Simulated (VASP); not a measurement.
Crystal: W.

```
W
1.0
    -1.55004    1.55004    1.55004
     1.55004   -1.55004    1.55004
     1.55004    1.55004   -1.55004
W
1
Direct
  0.00000 0.00000 0.00000
```

Base run:

- Program: VASP 6.6.1
- Functional: PBE
- Dispersion: D4
- Potentials or basis: VASP PAW PBE potentials, release 64 (W_sv)
- Cutoff: 520 eV
- k mesh: 12 × 12 × 12
- Occupations: fermi-dirac, width 0.05 eV
- Spin: no spin polarisation

Its results: band gap on the k mesh zero (band 7 reaches 18.01 eV, above the bottom of band 8 at 11.03 eV); pressure 21.6 GPa.

Problem. The run is repeated on the same cell with these changes: functional from PBE to BLYP. What comes out?

Solution. Band gap on the k mesh zero (band 7 reaches 18.48 eV, above the bottom of band 8 at 11.53 eV); pressure 26.2 GPa.

BLYP binds less tightly than PBE, so the same cell stands under more pressure.

Caveats: spin-orbit coupling is left out, which moves the levels of the heavy elements; pairwise dispersion overbinds metals, which lowers pressure and volume; the PAW data sets were made with another functional, which shifts forces and pressure a little (some runs).
